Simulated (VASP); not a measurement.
Here is a VASP 6.6.1 calculation.

Contents of INCAR:

```
PREC     = Accurate       # precision mode
ENCUT    = 520            # plane-wave cutoff, eV
EDIFF    = 1E-6           # SCF threshold, eV
ISMEAR   = 0              # smearing method
SIGMA    = 0.02           # smearing width, eV
LREAL    = F              # projectors in reciprocal space
LASPH    = T              # aspherical terms in the spheres
NELM     = 80             # most SCF steps
ALGO     = Normal         # electronic algorithm
ISIF     = 2              # what is computed and relaxed
LWAVE    = F              # write WAVECAR
LCHARG   = T              # write CHGCAR
GGA      = PE             # functional
LELF     = T              # ELF
LVHAR    = T            
NBANDS   = 35             # bands
```

KPOINTS

```
Automatic mesh
0
Gamma
  12 12 2
```

POSCAR

```
MoS2
1.0
    3.1850687718      0.0000000000      0.0000000000
   -1.5925343859      2.7583504691      0.0000000000
    0.5923201259      0.0000000000     14.8080031482
Mo S
2 4
Direct
    0.6668090335      0.3336180670      0.2500000000
    0.3331909665      0.6663819330      0.7500000000
    0.6860818501      0.3330642564      0.6444787314
    0.3139181499      0.6669357436      0.3555212686
    0.6469824063      0.3330642564      0.8555212686
    0.3530175937      0.6669357436      0.1444787314
```

Potentials or basis: VASP PAW PBE potentials, release 64 (Mo_sv, S).

Run with:

```sh
$ cat potpaw_PBE.64/Mo_sv/POTCAR potpaw_PBE.64/S/POTCAR > POTCAR
$ mpirun -np 1 vasp_std > vasp.out
```

(1) Estimate the pressure.

(2) Estimate the band gap on the k mesh.

Answers

(1) -0.1 GPa.

(2) 1.46 eV (least direct gap 1.67 eV).

Caveat: the cell differs from its parent crystal (shear of c along a, cell held: +4.0 %, then relaxed in part); this functional lacks dispersion, which binds layers or chains, so the pressure and a relaxed spacing across them are unreliable.
